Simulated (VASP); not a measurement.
# ZnS (P6_3mc) in VASP: notebook, part 2 of 2

VASP 6.6.1. Earlier steps stand in the parts before.

## Step 5: Single point, r2SCAN (strain -0.080 along x and y, +0.040 along z)

Input file POSCAR:

```
ZnS
1.0
    3.5021840075      0.0000000000      0.0000000000
   -1.7510920037      3.0329803192      0.0000000000
    0.0000000000      0.0000000000      6.4955645582
Zn S
2 2
Direct
    0.3333333333      0.6666666667      0.0053880710
    0.6666666667      0.3333333333      0.5053880710
    0.3333333333      0.6666666667      0.3796119290
    0.6666666667      0.3333333333      0.8796119290
```

Input file INCAR.step1:

```
PREC     = Accurate       # precision mode
ENCUT    = 520            # plane-wave cutoff, eV
ISMEAR   = 0              # smearing method
SIGMA    = 0.05           # smearing width, eV
LREAL    = F              # projectors in reciprocal space
LASPH    = T              # aspherical terms in the spheres
NELM     = 100            # most SCF steps
NBANDS   = 26             # bands
GGA      = PE             # functional
ALGO     = Normal         # electronic algorithm
EDIFF    = 1E-4           # SCF threshold, eV
LWAVE    = T              # write WAVECAR
LCHARG   = F              # write CHGCAR
```

Input file INCAR.step2:

```
PREC     = Accurate       # precision mode
ENCUT    = 520            # plane-wave cutoff, eV
EDIFF    = 1E-6           # SCF threshold, eV
ISMEAR   = 0              # smearing method
SIGMA    = 0.05           # smearing width, eV
LREAL    = F              # projectors in reciprocal space
LASPH    = T              # aspherical terms in the spheres
NELM     = 100            # most SCF steps
ALGO     = Normal         # electronic algorithm
ISIF     = 2              # what is computed and relaxed
LWAVE    = F              # write WAVECAR
LCHARG   = T              # write CHGCAR
METAGGA  = R2SCAN         # meta-GGA
LMIXTAU  = T            
LELF     = T              # ELF
LVHAR    = T            
NBANDS   = 26             # bands
ISTART   = 1
```

Input file KPOINTS:

```
regular mesh
0
Gamma
  6 6 4
```

Run with:

```
$ cat potpaw_PBE.64/Zn/POTCAR potpaw_PBE.64/S/POTCAR > POTCAR
$ cp INCAR.step1 INCAR
$ mpirun -np 1 vasp_std > vasp.out
$ cp INCAR.step2 INCAR
$ mpirun -np 1 vasp_std > vasp.out
```

Run time: 3.4 min. Hardware: 1 thread of Intel Xeon 8259CL, shared host; peak memory 0.21 GiB.

Results (log left out):

| Item | Value |
| --- | --- |
| Free energy | -36.9322 eV |
| Pressure | 15.6 GPa |
| Largest force | 1.161 eV/Å |
| Band gap on the k mesh | 2.51 eV |

Forces in eV/Å, atoms in the order of the input:
```
Zn   0.000  0.000  1.161
Zn   0.000  0.000  1.161
S    0.000  0.000 -1.161
S    0.000  0.000 -1.161
```

Stress tensor (GPa, compression positive):
```
23.64  0.00  0.00
 0.00 23.64  0.00
 0.00  0.00 -0.56
```

Levels at points of the mesh, in eV from the valence-band top:
| k point | band 15 | band 16 | band 17 | band 18 | band 19 | band 20 | band 21 | band 22 |
| --- | --- | --- | --- | --- | --- | --- | --- | --- |
| (0.00, 0.00, 0.00) | -0.74 | -0.74 | 0.00 | 0.00 | 2.51 | 4.70 | 6.09 | 7.10 |
| (0.50, 0.00, 0.00) | -4.09 | -2.56 | -2.39 | -1.40 | 4.17 | 4.23 | 4.93 | 6.79 |
| (0.00, 0.00, 0.50) | -0.39 | -0.39 | -0.39 | -0.39 | 4.96 | 4.96 | 6.60 | 6.60 |
| (0.50, 0.00, 0.50) | -2.62 | -2.62 | -2.02 | -2.02 | 3.36 | 3.36 | 5.23 | 5.23 |

Caveat: the cell differs from its parent crystal (strain -0.080 along x and y, +0.040 along z); the cell stands under pressure; the PAW data sets were made with another functional, which shifts forces and pressure a little.

## Step 6: Single point, r2SCAN (strain -0.040 along x and y, -0.040 along z)

Input file POSCAR:

```
ZnS
1.0
    3.6544528774      0.0000000000      0.0000000000
   -1.8272264387      3.1648490288      0.0000000000
    0.0000000000      0.0000000000      5.9959057460
Zn S
2 2
Direct
    0.3333333333      0.6666666667      0.0053880710
    0.6666666667      0.3333333333      0.5053880710
    0.3333333333      0.6666666667      0.3796119290
    0.6666666667      0.3333333333      0.8796119290
```

Input file INCAR.step1:

```
ALGO = Normal ; EDIFF = 1E-4
ENCUT = 520 ; GGA = PE
ISMEAR = 0 ; LASPH = True
LCHARG = False ; LREAL = False
LWAVE = True ; NBANDS = 26
NELM = 100 ; PREC = Accurate
SIGMA = 0.05
```

Input file INCAR.step2:

```
ALGO = Normal ; EDIFF = 1E-6
ENCUT = 520 ; ISIF = 2
ISMEAR = 0 ; ISTART = 1
LASPH = True ; LCHARG = False
LMIXTAU = True ; LREAL = False
LWAVE = False ; METAGGA = R2SCAN
NBANDS = 26 ; NELM = 100
PREC = Accurate ; SIGMA = 0.05
```

Input file KPOINTS:

```
k-points
0
Gamma
  6 6 4
```

Potentials or basis: VASP PAW PBE potentials, release 64 (Zn, S).

Run with:

```
$ cat potpaw_PBE.64/Zn/POTCAR potpaw_PBE.64/S/POTCAR > POTCAR
$ cp INCAR.step1 INCAR
$ mpirun -np 1 vasp_std > vasp.out
$ cp INCAR.step2 INCAR
$ mpirun -np 1 vasp_std > vasp.out
```

OUTCAR:

```text
EDIFF = 1E-6
   ENCUT = 520
   ISIF = 2
   ISMEAR = 0
   ISTART = 1
   LASPH = True
   LREAL = False
   METAGGA = R2SCAN
   NELM = 100
   PREC = Accurate

 ion  position               nearest neighbor table
   1  0.333  0.667  0.005-   4 2.24   4 2.24   4 2.24   3 2.24
   2  0.667  0.333  0.505-   3 2.24   3 2.24   3 2.24   4 2.24
   3  0.333  0.667  0.380-   2 2.24   2 2.24   2 2.24   1 2.24
   4  0.667  0.333  0.880-   1 2.24   1 2.24   1 2.24   2 2.24

  LATTYP: Found a hexagonal cell.
[... 803 lines left out ...]

  FORCE on cell =-STRESS in cart. coord.  units (eV):
  Direction    XX          YY          ZZ          XY          YZ          ZX
  --------------------------------------------------------------------------------------
  -------------------------------------------------------------------------------------
  Total        5.3752714      5.3752714      5.5472239      0.0000000      0.0000000      0.0000000
  in kB      124.1883392    124.1883392    128.1610672      0.0000000      0.0000000      0.0000000
  external PRESSURE =     125.5125819 kB  Pullay stress =       0.0000000 kB

 VOLUME and BASIS-vectors are now :
 -----------------------------------------------------------------------------
  energy-cutoff  :      520.00
  volume of cell :       69.35
      direct lattice vectors                 reciprocal lattice vectors
     3.654452877  0.000000000  0.000000000     0.273638773  0.157985419  0.000000000
    -1.827226439  3.164849029  0.000000000     0.000000000  0.315970838  0.000000000
     0.000000000  0.000000000  5.995905746     0.000000000  0.000000000  0.166780474

 POSITION                                       TOTAL-FORCE (eV/Angst)
 -----------------------------------------------------------------------------------
     -0.00000      2.10990      0.03231         0.000000      0.000000      0.030770
      1.82723      1.05495      3.03026         0.000000     -0.000000      0.030770
     -0.00000      2.10990      2.27612        -0.000000     -0.000000     -0.030770
      1.82723      1.05495      5.27407        -0.000000     -0.000000     -0.030770
 -----------------------------------------------------------------------------------
    total drift:                                0.000000      0.000001     -0.028971

  FREE ENERGIE OF THE ION-ELECTRON SYSTEM (eV)
  ---------------------------------------------------
  free  energy   TOTEN  =       -37.4042061628 eV

  energy  without entropy=      -37.4042061628  energy(sigma->0) =      -37.40420616
```

OUTCAR.step1:

```text
EDIFF = 1E-4
   ENCUT = 520
   GGA = PE
   ISMEAR = 0
[... 835 lines left out ...]
     -0.00000      2.10990      0.03231         0.000000      0.000000      0.033181
      1.82723      1.05495      3.03026         0.000000     -0.000000      0.033181
     -0.00000      2.10990      2.27612         0.000000      0.000000     -0.033181
      1.82723      1.05495      5.27407        -0.000000      0.000000     -0.033181
 -----------------------------------------------------------------------------------
    total drift:                               -0.000000      0.000000      0.000284

  FREE ENERGIE OF THE ION-ELECTRON SYSTEM (eV)
  ---------------------------------------------------
  free  energy   TOTEN  =       -13.2174556655 eV

  energy  without entropy=      -13.2174556655  energy(sigma->0) =      -13.21745567
```

It took 3.2 min on 1 thread of Intel Xeon 8259CL, shared host; peak memory 0.21 GiB.

What came out:

```yaml
Free_energy: -37.4042 eV
Pressure: 12.6 GPa
Largest_force: 0.031 eV/Å
Band_gap_on_the_k_mesh: 3.40 eV
```

Forces in eV/Å, atoms in the order of the input:
```
Zn   0.000  0.000  0.031
Zn   0.000  0.000  0.031
S    0.000  0.000 -0.031
S    0.000  0.000 -0.031
```

Caveat: the cell differs from its parent crystal (strain -0.040 along x and y, -0.040 along z); the cell stands under pressure; the PAW data sets were made with another functional, which shifts forces and pressure a little. A k mesh can miss the band edges.

## Step 7: Summary

```tsv
cell	gap on the mesh (eV)	pressure (GPa)	largest force (eV/Å)
a = 3.502, b = 3.502, c = 5.996 Å, angles 90.0, 90.0, 120.0°, 4 atoms	3.57	26.0	0.75
a = 3.502, b = 3.502, c = 6.246 Å, angles 90.0, 90.0, 120.0°, 4 atoms	3.03	20.1	1.09
a = 3.654, b = 3.654, c = 5.746 Å, angles 90.0, 90.0, 120.0°, 4 atoms	3.50	19.0	0.68
a = 3.502, b = 3.502, c = 6.496 Å, angles 90.0, 90.0, 120.0°, 4 atoms	2.51	15.6	1.16
a = 3.654, b = 3.654, c = 5.996 Å, angles 90.0, 90.0, 120.0°, 4 atoms	3.40	12.6	0.03
```

Alike in all rows: task single point; level r2SCAN; potentials or basis VASP PAW PBE potentials, release 64 (Zn, S); no spin polarisation; k mesh 6 × 6 × 4; cutoff (eV) 520; smearing gaussian 0.05 eV.

Caveats: the cell stands under pressure; the PAW data sets were made with another functional, which shifts forces and pressure a little.

Absolute energies hang on the potentials; compare differences alone.
